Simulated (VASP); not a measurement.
# Zn15S16 (a cell with a defect) in VASP: a series of runs

Runs on Zn15S16 (a cell with a defect). Level: PBE. Tasks: single point.

Everything below comes from runs of VASP 6.6.1. Logs are shortened: lines on timing, memory, paths and dates and some standing lists are left out, and cuts for length are marked.

### 1 The cell of the first run

The cell holds a defect, 31 atoms: a = 9.426 Å, b = 9.426 Å, c = 9.426 Å, α = 109.47°, β = 109.47°, γ = 109.47°.

### 2 Single point, PBE

Contents of INCAR:

```
ALGO = Normal
EDIFF = 1E-7
ENCUT = 520
GGA = PE
ISIF = 2
ISMEAR = 0
LASPH = T
LCHARG = T
LELF = T
LREAL = Auto
LVHAR = T
LWAVE = F
NBANDS = 159
NELECT = 278.0
NELM = 80
PREC = Accurate
SIGMA = 0.02
```

Contents of KPOINTS:

```
Automatic mesh
0
Gamma
  2 2 2
  0.5 0.5 0.5
```

Contents of POSCAR:

```
Zn15S16
1.0
   -5.4423087611     -5.4423087611      5.4423087611
    5.4423087611     -5.4423087611     -5.4423087611
    5.4423087611      5.4423087611      5.4423087611
Zn S
15 16
Direct
    0.2404136842      0.0000000000      0.7478226023
    0.5074089180      0.7595863597      0.7595863597
    0.2404136842      0.7478226023      0.0000000000
    0.0000000000      0.7478226023      0.2404136842
    0.7478226023      0.0000000000      0.2404136842
    0.5000000219      0.0000000000      0.5000000219
    0.0000000000      0.2404136842      0.7478226023
    0.7595863597      0.5074089180      0.7595863597
    0.5000000219      0.5000000219      0.0000000000
    0.2521773498      0.4925909421      0.2521773498
    0.0000000000      0.5000000219      0.5000000219
    0.7595863597      0.7595863597      0.5074089180
    0.7478226023      0.2404136842      0.0000000000
    0.4925909421      0.2521773498      0.2521773498
    0.2521773498      0.2521773498      0.4925909421
    0.2490297885      0.7502688067      0.7502688067
    0.0000000000      0.7558201272      0.9999999520
    0.5012391100      0.5012391100      0.7509702553
    0.2497311453      0.4987609339      1.0000000439
    0.0000000000      0.4987609339      0.2497311453
    0.7502688067      0.7502688067      0.2490297885
    0.5012391100      0.7509702553      0.5012391100
    0.0000000000      0.0000000000      0.7558200353
    0.7502688067      0.2490297885      0.7502688067
    0.4987609339      0.2497311453      1.0000000439
    0.2441798248      0.2441798248      0.2441798248
    0.0000000000      0.2497311453      0.4987609339
    0.7509702553      0.5012391100      0.5012391100
    0.7558201272      0.0000000000      0.9999999520
    0.4987609339      0.0000000000      0.2497311453
    0.2497311453      0.0000000000      0.4987609339
```

Potentials or basis: VASP PAW PBE potentials, release 64 (Zn, S).

Launch:

```bash
cat potpaw_PBE.64/Zn/POTCAR potpaw_PBE.64/S/POTCAR > POTCAR
mpirun -np 1 vasp_std > vasp.out
```

OUTCAR:

```text
EDIFF = 1E-7
   ENCUT = 520
   GGA = PE
   ISIF = 2
   ISMEAR = 0
   LASPH = T
   LREAL = Auto
   NELECT = 278.0
   NELM = 80
   PREC = Accurate

 ion  position               nearest neighbor table
   1  0.240  0.000  0.748-  23 2.29  31 2.38  25 2.39  16 2.39
   2  0.507  0.760  0.760-  29 2.29  16 2.38  22 2.39  18 2.39
   3  0.240  0.748  0.000-  17 2.29  19 2.38  30 2.39  16 2.39
   4  0.000  0.748  0.240-  17 2.29  20 2.38  31 2.39  21 2.39
   5  0.748  0.000  0.240-  29 2.29  30 2.38  27 2.39  21 2.39
   6  0.500  0.000  0.500-  24 2.36  22 2.36  30 2.36  31 2.36
[... 8 lines left out ...]
  15  0.252  0.252  0.493-  26 2.29  18 2.38  27 2.39  31 2.39
  16  0.249  0.750  0.750-  11 2.36   2 2.38   3 2.39   1 2.39
  17  0.000  0.756  1.000-   8 2.29   3 2.29   4 2.29
  18  0.501  0.501  0.751-   9 2.36  15 2.38   2 2.39   8 2.39
  19  0.250  0.499  0.000-   9 2.36   3 2.38  10 2.39   7 2.39
  20  0.000  0.499  0.250-  11 2.36   4 2.38  13 2.39  10 2.39
  21  0.750  0.750  0.249-   9 2.36  12 2.38   4 2.39   5 2.39
  22  0.501  0.751  0.501-   6 2.36  10 2.38   2 2.39  12 2.39
  23  0.000  0.000  0.756-  12 2.29   7 2.29   1 2.29
  24  0.750  0.249  0.750-   6 2.36   8 2.38   7 2.39  13 2.39
  25  0.499  0.250  0.000-   9 2.36  13 2.38  14 2.39   1 2.39
  26  0.244  0.244  0.244-  10 2.29  14 2.29  15 2.29
  27  0.000  0.250  0.499-  11 2.36   7 2.38   5 2.39  15 2.39
  28  0.751  0.501  0.501-  11 2.36  14 2.38  12 2.39   8 2.39
  29  0.756  0.000  1.000-   2 2.29  13 2.29   5 2.29
  30  0.499  0.000  0.250-   6 2.36   5 2.38   3 2.39  14 2.39
  31  0.250  0.000  0.499-   6 2.36   1 2.38   4 2.39  15 2.39

  LATTYP: Found a body centered cubic cell.
 ALAT       =    10.8846175222

  Lattice vectors:

 A1 = (  -5.4423087611,  -5.4423087611,   5.4423087611)
 A2 = (   5.4423087611,  -5.4423087611,  -5.4423087611)
 A3 = (   5.4423087611,   5.4423087611,   5.4423087611)

Analysis of symmetry for initial positions (statically):
=====================================================================
 Subroutine PRICEL returns:
 Original cell was already a primitive cell.

 Routine SETGRP: Setting up the symmetry group for a
 body centered cubic supercell.

 Subroutine GETGRP returns: Found 24 space group operations
 (whereof 24 operations were pure point group operations)
 out of a pool of 48 trial point group operations.

The static configuration has the point symmetry T_d .

Analysis of symmetry for dynamics (positions and initial velocities):
=====================================================================
 Subroutine PRICEL returns:
 Original cell was already a primitive cell.

 Routine SETGRP: Setting up the symmetry group for a
 body centered cubic supercell.

 Subroutine GETGRP returns: Found 24 space group operations
 (whereof 24 operations were pure point group operations)
 out of a pool of 48 trial point group operations.

The dynamic configuration has the point symmetry T_d .

 Subroutine INISYM returns: Found 24 space group operations
 (whereof 24 operations are pure point group operations),
 and found     1 'primitive' translations

----------------------------------------------------------------------------------------

                                     Primitive cell

  volume of cell :     644.7770

  direct lattice vectors                    reciprocal lattice vectors
    -5.442308761 -5.442308761  5.442308761     0.000000000 -0.091872773  0.091872773
     5.442308761 -5.442308761 -5.442308761     0.091872773 -0.091872773  0.000000000
     5.442308761  5.442308761  5.442308761     0.091872773  0.000000000  0.091872773

  length of vectors
     9.426355285  9.426355285  9.426355285     0.129927722  0.129927722  0.129927722

  position of ions in fractional coordinates (direct lattice)
     0.240413684  0.000000000  0.747822602
     0.507408918  0.759586360  0.759586360
     0.240413684  0.747822602  0.000000000
     0.000000000  0.747822602  0.240413684
     0.747822602  0.000000000  0.240413684
     0.500000022  0.000000000  0.500000022
[... 23 lines left out ...]
     0.498760934  0.000000000  0.249731145
     0.249731145  0.000000000  0.498760934

  ion indices of the primitive-cell ions
   primitive index   ion index
                 1           1
                 2           2
                 3           3
                 4           4
                 5           5
                 6           6
[... 23 lines left out ...]
                30          30
                31          31

----------------------------------------------------------------------------------------

 KPOINTS: Automatic mesh

Automatic generation of k-mesh.
 Grid dimensions read from file:
 generate k-points for:    2    2    2

 Generating k-lattice:

  Cartesian coordinates                     Fractional coordinates (reciprocal lattice)
     0.000000000 -0.045936387  0.045936387     0.500000000  0.000000000  0.000000000
     0.045936387 -0.045936387  0.000000000     0.000000000  0.500000000  0.000000000
     0.045936387  0.000000000  0.045936387     0.000000000  0.000000000  0.500000000

  Length of vectors
     0.064963861  0.064963861  0.064963861

  Shift w.r.t. Gamma in fractional coordinates (k-lattice)
     0.500000000  0.500000000  0.500000000

 Subroutine IBZKPT returns following result:
 ===========================================

 Found      2 irreducible k-points:

 Following reciprocal coordinates:
            Coordinates               Weight
  0.250000  0.250000  0.250000      2.000000
 -0.250000  0.250000  0.250000      6.000000
   k-points           NKPTS =      2   k-points in BZ     NKDIM =      2   number of bands    NBANDS=    159
   number of dos      NEDOS =    301   number of ions     NIONS =     31
   total plane-waves  NPLWV = 343000
   dimension x,y,z NGX =    70 NGY =   70 NGZ =   70
   dimension x,y,z NGXF=   140 NGYF=  140 NGZF=  140
   ions per type =              15  16
   NGX,Y,Z   is equivalent  to a cutoff of  12.35, 12.35, 12.35 a.u.
   NGXF,Y,Z  is equivalent  to a cutoff of  24.69, 24.69, 24.69 a.u.
 SYSTEM =  unknown system
   PREC   = accura    normal or accurate (medium, high low for compatibility)
   ISTART =      0    job   : 0-new  1-cont  2-samecut
   ICHARG =      2    charge: 1-file 2-atom 10-const
   ISPIN  =      1    spin polarized calculation?
   LNONCOLLINEAR =      F non collinear calculations
   LSORBIT =      F    spin-orbit coupling
   LASPH  =      T    aspherical Exc in radial PAW
   ENCUT  =  520.0 eV  38.22 Ry    6.18 a.u.  17.53 17.53 17.53*2*pi/ulx,y,z
   NELM   =     80;   NELMIN=  2; NELMDL= -5     # of ELM steps
   EDIFF  = 0.1E-06   stopping-criterion for ELM
   LREAL  =      T    real-space projection
   EDIFFG = 0.1E-05   stopping-criterion for IOM
   NSW    =      0    number of steps for IOM
   IBRION =     -1    ionic relax: 0-MD 1-quasi-New 2-CG
   NFREE  =      0    steps in history (QN), initial steepest desc. (CG)
   ISIF   =      2    stress and relaxation
   ISYM   =      2    0-nonsym 1-usesym 2-fastsym
   POTIM  = 0.5000    time-step for ionic-motion
   TEBEG  =    0.0;   TEEND  =   0.0 temperature during run
   PSTRESS=    0.0 pullay stress
   NELECT =     278.0000    total number of electrons
   NUPDOWN=      -1.0000    fix difference up-down
   EMIN   =  10.00;   EMAX   =-10.00  energy-range for DOS
   EFERMI =   0.00;   METHOD = LEGACY
   ISMEAR =     0;   SIGMA  =   0.02  broadening in eV -4-tet -1-fermi 0-gaus
   EFERMI_NEDOS =   21; number of points for ismear=-14 and -15
   IALGO  =     38    algorithm
   IMIX   =      4    mixing-type and parameters
     AMIX     =   0.40;   BMIX     =  1.00
     AMIX_MAG =   1.60;   BMIX_MAG =  1.00
  volume/ion in A,a.u.               =      20.80       140.36
  Fermi-wavevector in a.u.,A,eV,Ry     =   1.236763  2.337144 20.811246  1.529583
  Thomas-Fermi vector in A             =   2.371358
   LORBIT       =      0    0 simple, 1 ext, 2 COOP (PROOUT), +10 PAW based schemes
   GGA     = PE    functional components
   LHFCALC =     F    Hartree Fock is set to
   AEXX    =    0.0000 exact exchange contribution
   IVDW    =     0    specifies the selected vdW correction
   LEPSILON=     F    determine dielectric tensor
   LRPA    =     F    only Hartree local field effects (RPA)
 non-spin polarized calculation
 Gauss-broadening in eV      SIGMA  =   0.02
  energy-cutoff  :      520.00
  volume of cell :      644.78
 maximum number of plane-waves:     17388
 NGX is ok and might be reduce to    70
   NGX = 35   NGY = 35   NGZ = 35

 number of electron     278.0000094 magnetization

 Free energy of the ion-electron system (eV)
  ---------------------------------------------------
  ext. energy  EPLUGINS =         0.00000000
  ---------------------------------------------------
  free energy    TOTEN  =      -101.07414320 eV

  energy without entropy =     -101.07414320  energy(sigma->0) =     -101.07414320

 E-fermi :   1.8371     XC(G=0):  -9.4425

 val. band max:        1.7002604705   @ k =   0.2500   0.2500   0.2500
 cond. band min:       4.9699808331   @ k =  -0.2500   0.2500   0.2500
 fundamental gap:      3.2697203626
 Fermi energy:         1.8370922760

 k-point     1 :       0.2500    0.2500    0.2500
  band No.  band energies     occupation
      1     -10.8751      2.00000
      2     -10.8751      2.00000
      3     -10.8751      2.00000
      4     -10.6638      2.00000
      5     -10.2916      2.00000
      6     -10.2916      2.00000
[... 143 lines left out ...]
    150       6.0045      0.00000
    151       6.0045      0.00000

 k-point     2 :      -0.2500    0.2500    0.2500
  band No.  band energies     occupation
      1     -11.0839      2.00000
      2     -10.6881      2.00000
      3     -10.6152      2.00000
      4     -10.6152      2.00000
      5     -10.5656      2.00000
      6     -10.3985      2.00000
[... 143 lines left out ...]
    150       6.3931      0.00000
    151       6.3931      0.00000
 [bands above 151 left out]

------------------------ aborting loop because EDIFF is reached ----------------------------------------

  FORCE on cell =-STRESS in cart. coord.  units (eV):
  Direction    XX          YY          ZZ          XY          YZ          ZX
  --------------------------------------------------------------------------------------
  -------------------------------------------------------------------------------------
  Total       14.0307224     14.0307224     14.0307224      0.0000000     -0.0000000      0.0000000
  in kB       34.8643114     34.8643114     34.8643114      0.0000000     -0.0000000      0.0000000
  external PRESSURE =      34.8643114 kB  Pullay stress =       0.0000000 kB

 VOLUME and BASIS-vectors are now :
 -----------------------------------------------------------------------------
  energy-cutoff  :      520.00
  volume of cell :      644.78
      direct lattice vectors                 reciprocal lattice vectors
    -5.442308761 -5.442308761  5.442308761     0.000000000 -0.091872773  0.091872773
     5.442308761 -5.442308761 -5.442308761     0.091872773 -0.091872773  0.000000000
     5.442308761  5.442308761  5.442308761     0.091872773  0.000000000  0.091872773

 POSITION                                       TOTAL-FORCE (eV/Angst)
 -----------------------------------------------------------------------------------
      2.76148      2.76148      5.37829        -0.004518     -0.004518     -0.009540
      5.50633     -2.76148      2.76148         0.009540      0.004518     -0.004518
      2.76148     -5.37829     -2.76148        -0.004518      0.009540      0.004518
      5.37829     -2.76148     -2.76148        -0.009540      0.004518      0.004518
     -2.76148     -2.76148      5.37829         0.004518      0.004518     -0.009540
      0.00000      0.00000      5.44231        -0.000000     -0.000000     -0.000000
[... 23 lines left out ...]
     -1.35530     -1.35530      4.07353        -0.013938     -0.013938      0.012021
      1.35530      1.35530      4.07353         0.013938      0.013938      0.012021
 -----------------------------------------------------------------------------------
    total drift:                                0.000353      0.000333      0.000353

  FREE ENERGIE OF THE ION-ELECTRON SYSTEM (eV)
  ---------------------------------------------------
  free  energy   TOTEN  =      -101.0741432025 eV

  energy  without entropy=     -101.0741432025  energy(sigma->0) =     -101.07414320
```

Wall time 11 min (1 thread of Intel Xeon Platinum 8488C (Sapphire Rapids), shared host); peak memory 0.74 GiB.

Results:

- Free energy: -101.0741 eV
- Largest force: 0.024 eV/Å

Forces on the atoms (eV/Å):
```
Zn  -0.005 -0.005 -0.010
Zn   0.010  0.005 -0.005
Zn  -0.005  0.010  0.005
Zn  -0.010  0.005  0.005
Zn   0.005  0.005 -0.010
Zn   0.000  0.000  0.000
Zn  -0.010 -0.005 -0.005
Zn  -0.005  0.005  0.010
Zn   0.000  0.000  0.000
Zn   0.005 -0.005  0.010
Zn   0.000  0.000  0.000
Zn  -0.005 -0.010 -0.005
Zn   0.005  0.010 -0.005
Zn   0.010 -0.005  0.005
Zn   0.005 -0.010  0.005
S   -0.012 -0.014  0.014
S    0.014 -0.014 -0.014
S   -0.014  0.012 -0.014
S    0.014 -0.012 -0.014
S    0.012 -0.014 -0.014
S    0.014  0.012  0.014
S   -0.014  0.014 -0.012
S    0.014  0.014  0.014
S    0.014 -0.014 -0.012
S   -0.014 -0.012  0.014
S   -0.014  0.014 -0.014
S    0.012  0.014  0.014
S   -0.012  0.014 -0.014
S   -0.014 -0.014  0.014
S   -0.014 -0.014  0.012
S    0.014  0.014  0.012
```

Caveat: the cell carries a net charge on a neutralising background, which shifts energy and pressure; the cell is charged against a uniform background, so pressure and absolute levels hang on convention.

(Continued in part 2 of 2.)
